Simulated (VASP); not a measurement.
# TiAu (Pm-3m) in VASP: further runs

The runs below take TiAu through single point, relaxation of cell and atoms, with LDA.

Everything below comes from runs of VASP 6.6.1. Logs are shortened: lines on timing, memory, paths and dates and some standing lists are left out, and cuts for length are marked.

### 1 The cell of the first run

Symmetry: Pm-3m, No. 221, cubic system. Conventional cell: a = 3.189 Å, b = 3.189 Å, c = 3.189 Å, α = 90.00°, β = 90.00°, γ = 90.00°. Within 3.6 Å of Ti (site symmetry m-3m) lie 8 Au at 2.76 Å and 6 Ti at 3.19 Å. Au (site symmetry m-3m) has 8 Ti at 2.76 Å and 6 Au at 3.19 Å within 3.6 Å.

### 2 Single point, LDA

Contents of INCAR:

```
PREC = Accurate
ENCUT = 500
EDIFF = 1E-6
ISMEAR = 0
SIGMA = 0.1
LREAL = F
LASPH = T
NELM = 120
ALGO = Normal
ISIF = 2
LWAVE = F
LCHARG = F
GGA = CA
NBANDS = 18
GGA_COMPAT = F
```

Contents of KPOINTS:

```
regular mesh
0
Gamma
  14 14 14
```

Contents of POSCAR:

```
TiAu
1.0
    3.1885870431      0.0000000000      0.0000000000
    0.0000000000      3.1885870431      0.0000000000
    0.0000000000      0.0000000000      3.1885870431
Ti Au
1 1
Direct
    0.5000000000      0.5000000000      0.5000000000
    0.0000000000      0.0000000000      0.0000000000
```

Potentials or basis: VASP PAW LDA potentials, release 64 (Ti_sv, Au).

Started as:

```console
$ cat potpaw_LDA.64/Ti_sv/POTCAR potpaw_LDA.64/Au/POTCAR > POTCAR
$ mpirun -np 1 vasp_std > vasp.out
```

OUTCAR:

```text
PREC = Accurate
   ENCUT = 500
   EDIFF = 1E-6
   ISMEAR = 0
   LREAL = F
   LASPH = T
   NELM = 120
   ISIF = 2
   GGA = CA

 ion  position               nearest neighbor table
   1  0.500  0.500  0.500-   2 2.76   2 2.76   2 2.76   2 2.76   2 2.76   2 2.76   2 2.76   2 2.76

   2  0.000  0.000  0.000-   1 2.76   1 2.76   1 2.76   1 2.76   1 2.76   1 2.76   1 2.76   1 2.76

  LATTYP: Found a simple cubic cell.
 ALAT       =     3.1885870431

  Lattice vectors:

 A1 = (   3.1885870431,   0.0000000000,   0.0000000000)
 A2 = (   0.0000000000,   3.1885870431,   0.0000000000)
 A3 = (   0.0000000000,   0.0000000000,   3.1885870431)

Analysis of symmetry for initial positions (statically):
=====================================================================
 Subroutine PRICEL returns:
 Original cell was already a primitive cell.

 Routine SETGRP: Setting up the symmetry group for a
 simple cubic supercell.

 Subroutine GETGRP returns: Found 48 space group operations
 (whereof 48 operations were pure point group operations)
 out of a pool of 48 trial point group operations.

The static configuration has the point symmetry O_h .

Analysis of symmetry for dynamics (positions and initial velocities):
=====================================================================
 Subroutine PRICEL returns:
 Original cell was already a primitive cell.

 Routine SETGRP: Setting up the symmetry group for a
 simple cubic supercell.

 Subroutine GETGRP returns: Found 48 space group operations
 (whereof 48 operations were pure point group operations)
 out of a pool of 48 trial point group operations.

The dynamic configuration has the point symmetry O_h .

 Subroutine INISYM returns: Found 48 space group operations
 (whereof 48 operations are pure point group operations),
 and found     1 'primitive' translations

----------------------------------------------------------------------------------------

                                     Primitive cell

  volume of cell :      32.4186

  direct lattice vectors                    reciprocal lattice vectors
     3.188587043  0.000000000  0.000000000     0.313618536  0.000000000  0.000000000
     0.000000000  3.188587043  0.000000000     0.000000000  0.313618536  0.000000000
     0.000000000  0.000000000  3.188587043     0.000000000  0.000000000  0.313618536

  length of vectors
     3.188587043  3.188587043  3.188587043     0.313618536  0.313618536  0.313618536

  position of ions in fractional coordinates (direct lattice)
     0.500000000  0.500000000  0.500000000
     0.000000000  0.000000000  0.000000000

  ion indices of the primitive-cell ions
   primitive index   ion index
                 1           1
                 2           2

----------------------------------------------------------------------------------------

 KPOINTS: regular mesh

Automatic generation of k-mesh.
 Grid dimensions read from file:
 generate k-points for:   14   14   14

 Generating k-lattice:

  Cartesian coordinates                     Fractional coordinates (reciprocal lattice)
     0.022401324  0.000000000  0.000000000     0.071428571  0.000000000  0.000000000
     0.000000000  0.022401324  0.000000000     0.000000000  0.071428571  0.000000000
     0.000000000  0.000000000  0.022401324     0.000000000  0.000000000  0.071428571

  Length of vectors
     0.022401324  0.022401324  0.022401324

  Shift w.r.t. Gamma in fractional coordinates (k-lattice)
     0.000000000  0.000000000  0.000000000

 Subroutine IBZKPT returns following result:
 ===========================================

 Found    120 irreducible k-points:

 Following reciprocal coordinates:
            Coordinates               Weight
  0.000000  0.000000  0.000000      1.000000
  0.071429  0.000000  0.000000      6.000000
  0.142857  0.000000  0.000000      6.000000
  0.214286  0.000000  0.000000      6.000000
  0.285714  0.000000  0.000000      6.000000
  0.357143  0.000000  0.000000      6.000000
[... 16 lines left out ...]
  0.285714  0.214286  0.000000     24.000000
  0.357143  0.214286  0.000000     24.000000
 [... further k-points ...]
   k-points           NKPTS =    120   k-points in BZ     NKDIM =    120   number of bands    NBANDS=     18
   number of dos      NEDOS =    301   number of ions     NIONS =      2
   total plane-waves  NPLWV =  13824
   dimension x,y,z NGX =    24 NGY =   24 NGZ =   24
   dimension x,y,z NGXF=    48 NGYF=   48 NGZF=   48
   ions per type =               1   1
   NGX,Y,Z   is equivalent  to a cutoff of  12.51, 12.51, 12.51 a.u.
   NGXF,Y,Z  is equivalent  to a cutoff of  25.03, 25.03, 25.03 a.u.
 SYSTEM =  unknown system
   PREC   = accura    normal or accurate (medium, high low for compatibility)
   ISTART =      0    job   : 0-new  1-cont  2-samecut
   ICHARG =      2    charge: 1-file 2-atom 10-const
   ISPIN  =      1    spin polarized calculation?
   LNONCOLLINEAR =      F non collinear calculations
   LSORBIT =      F    spin-orbit coupling
   LASPH  =      T    aspherical Exc in radial PAW
   ENCUT  =  500.0 eV  36.75 Ry    6.06 a.u.   5.81  5.81  5.81*2*pi/ulx,y,z
   NELM   =    120;   NELMIN=  2; NELMDL= -5     # of ELM steps
   EDIFF  = 0.1E-05   stopping-criterion for ELM
   LREAL  =      F    real-space projection
   EDIFFG = 0.1E-04   stopping-criterion for IOM
   NSW    =      0    number of steps for IOM
   IBRION =     -1    ionic relax: 0-MD 1-quasi-New 2-CG
   NFREE  =      0    steps in history (QN), initial steepest desc. (CG)
   ISIF   =      2    stress and relaxation
   ISYM   =      2    0-nonsym 1-usesym 2-fastsym
   POTIM  = 0.5000    time-step for ionic-motion
   TEBEG  =    0.0;   TEEND  =   0.0 temperature during run
   PSTRESS=    0.0 pullay stress
   NELECT =      23.0000    total number of electrons
   NUPDOWN=      -1.0000    fix difference up-down
   EMIN   =  10.00;   EMAX   =-10.00  energy-range for DOS
   EFERMI =   0.00;   METHOD = LEGACY
   ISMEAR =     0;   SIGMA  =   0.10  broadening in eV -4-tet -1-fermi 0-gaus
   EFERMI_NEDOS =   21; number of points for ismear=-14 and -15
   IALGO  =     38    algorithm
   IMIX   =      4    mixing-type and parameters
     AMIX     =   0.40;   BMIX     =  1.00
     AMIX_MAG =   1.60;   BMIX_MAG =  1.00
  volume/ion in A,a.u.               =      16.21       109.39
  Fermi-wavevector in a.u.,A,eV,Ry     =   1.460111  2.759209 29.006583  2.131924
  Thomas-Fermi vector in A             =   2.576599
   LORBIT       =      0    0 simple, 1 ext, 2 COOP (PROOUT), +10 PAW based schemes
   GGA     = CA    functional components
   LHFCALC =     F    Hartree Fock is set to
   AEXX    =    0.0000 exact exchange contribution
   IVDW    =     0    specifies the selected vdW correction
   LEPSILON=     F    determine dielectric tensor
   LRPA    =     F    only Hartree local field effects (RPA)
 non-spin polarized calculation
 Gauss-broadening in eV      SIGMA  =   0.10
  energy-cutoff  :      500.00
  volume of cell :       32.42
 maximum number of plane-waves:       844
 NGX is ok and might be reduce to    24
   NGX = 11   NGY = 11   NGZ = 11

 number of electron      22.9999999 magnetization

 Free energy of the ion-electron system (eV)
  ---------------------------------------------------
  ext. energy  EPLUGINS =         0.00000000
  ---------------------------------------------------
  free energy    TOTEN  =       -13.67852018 eV

  energy without entropy =      -13.66176890  energy(sigma->0) =      -13.67014454

 E-fermi :   9.9615     XC(G=0): -12.7158

 val. band max:        9.9580273454   @ k =   0.2143   0.1429   0.0714
 cond. band min:       9.9772840166   @ k =   0.5000   0.2857   0.1429
 fundamental gap:      0.0192566712
 Fermi energy:         9.9615421761

 k-point     1 :       0.0000    0.0000    0.0000
  band No.  band energies     occupation
      1     -46.7126      2.00000
      2     -23.2720      2.00000
      3     -23.2720      2.00000
      4     -23.2720      2.00000
      5       0.9177      2.00000
      6       3.3151      2.00000
[... 10 lines left out ...]
     17      16.9457      0.00000
     18      16.9457      0.00000

 k-point     2 :       0.0714    0.0000    0.0000
  band No.  band energies     occupation
      1     -46.7119      2.00000
      2     -23.2806      2.00000
      3     -23.2715      2.00000
      4     -23.2715      2.00000
      5       1.0126      2.00000
      6       3.3436      2.00000
[... 10 lines left out ...]
     17      17.2175      0.00000
     18      17.2175      0.00000

 k-point     3 :       0.1429    0.0000    0.0000
  band No.  band energies     occupation
      1     -46.7097      2.00000
      2     -23.3045      2.00000
      3     -23.2703      2.00000
      4     -23.2703      2.00000
      5       1.2889      2.00000
      6       3.4258      2.00000
[... 10 lines left out ...]
     17      17.9434      0.00000
     18      17.9434      0.00000

 k-point     4 :       0.2143    0.0000    0.0000
  band No.  band energies     occupation
      1     -46.7066      2.00000
      2     -23.3389      2.00000
      3     -23.2685      2.00000
      4     -23.2685      2.00000
      5       1.7171      2.00000
      6       3.5509      2.00000
[... 10 lines left out ...]
     17      18.9679      0.00000
     18      18.9679      0.00000

 k-point     5 :       0.2857    0.0000    0.0000
  band No.  band energies     occupation
      1     -46.7031      2.00000
      2     -23.3770      2.00000
      3     -23.2665      2.00000
      4     -23.2665      2.00000
      5       2.2349      2.00000
      6       3.7000      2.00000
[... 10 lines left out ...]
     17      20.1761      0.00000
     18      20.1761      0.00000

 k-point     6 :       0.3571    0.0000    0.0000
  band No.  band energies     occupation
      1     -46.6999      2.00000
      2     -23.4110      2.00000
      3     -23.2647      2.00000
      4     -23.2647      2.00000
      5       2.7316      2.00000
      6       3.8454      2.00000
[... 10 lines left out ...]
     17      21.4820      0.00000
     18      21.4820      0.00000

 k-point     7 :       0.4286    0.0000    0.0000
  band No.  band energies     occupation
      1     -46.6977      2.00000
      2     -23.4345      2.00000
      3     -23.2634      2.00000
      4     -23.2634      2.00000
      5       3.0764      2.00000
      6       3.9535      2.00000
[... 10 lines left out ...]
     17      22.7627      0.00000
     18      22.7627      0.00000

 k-point     8 :       0.5000    0.0000    0.0000
  band No.  band energies     occupation
      1     -46.6970      2.00000
      2     -23.4428      2.00000
      3     -23.2630      2.00000
      4     -23.2630      2.00000
      5       3.1959      2.00000
      6       3.9938      2.00000
[... 10 lines left out ...]
     17      23.5057      0.00000
     18      23.5274      0.00000
[... 229 lines left out ...]
     17      19.0669      0.00000
     18      21.7165      0.00000

 k-point    20 :       0.4286    0.1429    0.0000
  band No.  band energies     occupation
      1     -46.6953      2.00000
      2     -23.4288      2.00000
      3     -23.2919      2.00000
      4     -23.2603      2.00000
      5       3.2411      2.00000
      6       4.1137      2.00000
[... 10 lines left out ...]
     17      19.8960      0.00000
     18      22.6219      0.00000

 k-point    21 :       0.5000    0.1429    0.0000
  band No.  band energies     occupation
      1     -46.6945      2.00000
      2     -23.4370      2.00000
      3     -23.2913      2.00000
      4     -23.2597      2.00000
      5       3.3487      2.00000
      6       4.1889      2.00000
[... 10 lines left out ...]
     17      20.3151      0.00000
     18      22.1782      0.00000

 k-point    22 :       0.2143    0.2143    0.0000
  band No.  band energies     occupation
      1     -46.7008      2.00000
      2     -23.3372      2.00000
      3     -23.3269      2.00000
      4     -23.2637      2.00000
      5       2.3850      2.00000
      6       3.8317      2.00000
[... 10 lines left out ...]
     17      16.3377      0.00000
     18      20.1415      0.00000

 k-point    23 :       0.2857    0.2143    0.0000
  band No.  band energies     occupation
      1     -46.6976      2.00000
      2     -23.3688      2.00000
      3     -23.3275      2.00000
      4     -23.2610      2.00000
      5       2.7632      2.00000
      6       3.9360      2.00000
[... 10 lines left out ...]
     17      16.8403      0.00000
     18      21.0030      0.00000

 k-point    24 :       0.3571    0.2143    0.0000
  band No.  band energies     occupation
      1     -46.6946      2.00000
      2     -23.4007      2.00000
      3     -23.3243      2.00000
      4     -23.2586      2.00000
      5       3.0874      2.00000
      6       3.9887      2.00000
[... 10 lines left out ...]
     17      17.6286      0.00000
     18      22.0245      0.00000

 [... further k-points ...]
[... 5 lines left out ...]
  --------------------------------------------------------------------------------------
  -------------------------------------------------------------------------------------
  Total        0.0593373      0.0593373      0.0593373      0.0000000     -0.0000000     -0.0000000
  in kB        2.9325371      2.9325371      2.9325371      0.0000000     -0.0000000     -0.0000000
  external PRESSURE =       2.9325371 kB  Pullay stress =       0.0000000 kB

 VOLUME and BASIS-vectors are now :
 -----------------------------------------------------------------------------
  energy-cutoff  :      500.00
  volume of cell :       32.42
      direct lattice vectors                 reciprocal lattice vectors
     3.188587043  0.000000000  0.000000000     0.313618536  0.000000000  0.000000000
     0.000000000  3.188587043  0.000000000     0.000000000  0.313618536  0.000000000
     0.000000000  0.000000000  3.188587043     0.000000000  0.000000000  0.313618536

 POSITION                                       TOTAL-FORCE (eV/Angst)
 -----------------------------------------------------------------------------------
      1.59429      1.59429      1.59429         0.000000      0.000000      0.000000
      0.00000      0.00000      0.00000         0.000000      0.000000      0.000000
 -----------------------------------------------------------------------------------
    total drift:                                0.000000      0.000000     -0.000000

  FREE ENERGIE OF THE ION-ELECTRON SYSTEM (eV)
  ---------------------------------------------------
  free  energy   TOTEN  =       -13.6785201758 eV

  energy  without entropy=      -13.6617689004  energy(sigma->0) =      -13.67014454
```

Wall time 41 s (1 thread of Intel Xeon Platinum 8375C at 2.90GHz (Ice Lake), shared host); peak memory 0.18 GiB.

What came out:

```
Free energy : -13.6785 eV
Pressure    : 0.3 GPa
```

Caveat: spin-orbit coupling is left out, which moves the levels of the heavy elements.

### 3 Relaxation of cell and atoms, LDA

Contents of INCAR:

```
PREC = Accurate ; ENCUT = 500
EDIFF = 1E-7 ; ISMEAR = 0
SIGMA = 0.1 ; LREAL = False
LASPH = True ; NELM = 120
ALGO = Normal ; ISIF = 3
LWAVE = False ; LCHARG = False
GGA = CA ; IBRION = 2
NSW = 100 ; EDIFFG = -0.005
GGA_COMPAT = False ; NELMIN = 4
```

KPOINTS is that of step 2.

POSCAR is that of step 2.

Potentials or basis: VASP PAW LDA potentials, release 64 (Ti_sv, Au).

Started as:

```console
$ cat potpaw_LDA.64/Ti_sv/POTCAR potpaw_LDA.64/Au/POTCAR > POTCAR
$ mpirun -np 1 vasp_std > vasp.out
```

OUTCAR:

```text
PREC = Accurate
   ENCUT = 500
   EDIFF = 1E-7
   ISMEAR = 0
   LREAL = False
   LASPH = True
   NELM = 120
   ISIF = 3
   GGA = CA
   IBRION = 2
   NSW = 100
   EDIFFG = -0.005
   NELMIN = 4

 ion  position               nearest neighbor table
   1  0.500  0.500  0.500-   2 2.76   2 2.76   2 2.76   2 2.76   2 2.76   2 2.76   2 2.76   2 2.76

   2  0.000  0.000  0.000-   1 2.76   1 2.76   1 2.76   1 2.76   1 2.76   1 2.76   1 2.76   1 2.76

  LATTYP: Found a simple cubic cell.
 ALAT       =     3.1885870431

  Lattice vectors:

 A1 = (   3.1885870431,   0.0000000000,   0.0000000000)
 A2 = (   0.0000000000,   3.1885870431,   0.0000000000)
 A3 = (   0.0000000000,   0.0000000000,   3.1885870431)

Analysis of symmetry for initial positions (statically):
=====================================================================
 Subroutine PRICEL returns:
 Original cell was already a primitive cell.

 Routine SETGRP: Setting up the symmetry group for a
 simple cubic supercell.

 Subroutine GETGRP returns: Found 48 space group operations
 (whereof 48 operations were pure point group operations)
 out of a pool of 48 trial point group operations.

The static configuration has the point symmetry O_h .

[... 170 lines left out ...]
  Total        0.0680293      0.0680293      0.0680293      0.0000000      0.0000000     -0.0000000
  in kB        3.3621069      3.3621069      3.3621069      0.0000000      0.0000000     -0.0000000
  external PRESSURE =       3.3621069 kB  Pullay stress =       0.0000000 kB
[... 59 lines left out ...]
--------------------------------------- Ionic step        3  -------------------------------------------

 number of electron      22.9999999 magnetization

 Free energy of the ion-electron system (eV)
  ---------------------------------------------------
  ext. energy  EPLUGINS =         0.00000000
  ---------------------------------------------------
  free energy    TOTEN  =       -13.67858288 eV

  energy without entropy =      -13.66179498  energy(sigma->0) =      -13.67018893

 E-fermi :   9.9341     XC(G=0): -12.7057

 val. band max:        9.9308000782   @ k =   0.2143   0.1429   0.0714
 cond. band min:       9.9497947305   @ k =   0.5000   0.2857   0.1429
 fundamental gap:      0.0189946524
 Fermi energy:         9.9341211323

 k-point     1 :       0.0000    0.0000    0.0000
  band No.  band energies     occupation
      1     -46.7435      2.00000
      2     -23.3029      2.00000
      3     -23.3029      2.00000
      4     -23.3029      2.00000
      5       0.9036      2.00000
      6       3.3015      2.00000
      7       3.3015      2.00000
      8       5.3659      2.00000
      9       5.3659      2.00000
     10       5.3659      2.00000
     11      10.2309      0.00003
     12      10.2309      0.00003
     13      12.0324      0.00000
     14      12.0324      0.00000
[... 401 lines left out ...]
      2     -23.4307      2.00000
      3     -23.3549      2.00000
      4     -23.2896      2.00000
      5       3.0713      2.00000
      6       3.9722      2.00000
      7       4.5443      2.00000
      8       4.8267      2.00000
      9       5.2076      2.00000
     10       5.5573      2.00000
     11       9.1476      2.00000
     12       9.8311      1.85478
     13      10.4260      0.00000
     14      10.8390      0.00000
     15      11.8487      0.00000

 [... further k-points ...]
[... 5 lines left out ...]
  --------------------------------------------------------------------------------------
  -------------------------------------------------------------------------------------
  Total       -0.0011191     -0.0011191     -0.0011191      0.0000000     -0.0000000      0.0000000
  in kB       -0.0552023     -0.0552023     -0.0552023      0.0000000     -0.0000000      0.0000000
  external PRESSURE =      -0.0552023 kB  Pullay stress =       0.0000000 kB
[... 17 lines left out ...]
  FREE ENERGIE OF THE ION-ELECTRON SYSTEM (eV)
  ---------------------------------------------------
  free  energy   TOTEN  =       -13.6785828800 eV

  energy  without entropy=      -13.6617949794  energy(sigma->0) =      -13.67018893

 reached required accuracy - stopping structural energy minimisation
```

CONTCAR:

```text
TiAu
   1.00000000000000
     3.1905697849689361    0.0000000000000000   -0.0000000000000000
     0.0000000000000000    3.1905697849689361    0.0000000000000000
     0.0000000000000000    0.0000000000000000    3.1905697849689361
  Ti              Au
     1     1
Direct
     0.5000000000000000    0.5000000000000000    0.5000000000000000
     0.0000000000000000    0.0000000000000000    0.0000000000000000

  0.00000000E+00  0.00000000E+00  0.00000000E+00
  0.00000000E+00  0.00000000E+00  0.00000000E+00
```

Run time: 83 s. Hardware: 1 thread of Intel Xeon Platinum 8375C at 2.90GHz (Ice Lake), shared host; peak memory 0.18 GiB.

Results:

```yaml
Free_energy: -13.6786 eV
Relaxed_volume: 16.24 Å³/atom
Relaxed_cell: a = 3.191 Å, b = 3.191 Å, c = 3.191 Å, α = 90.00°, β = 90.00°, γ = 90.00°
Space_group_after_relaxing_to_0.05_Å: Pm-3m (No. 221)
Energy_gained_by_relaxing: 0.0 meV/atom
Ionic_steps: 3
Pressure_after_relaxing: 0.0 GPa
```

Final structure:
```yaml
crystal:
  lattice:
    - [3.19057, 0.00000, 0.00000]
    - [0.00000, 3.19057, 0.00000]
    - [0.00000, 0.00000, 3.19057]
  atoms:
    - { symbol: Ti, position: [0.50000, 0.50000, 0.50000] }
    - { symbol: Au, position: [0.00000, 0.00000, 0.00000] }
```

Caveat: spin-orbit coupling is left out, which moves the levels of the heavy elements.
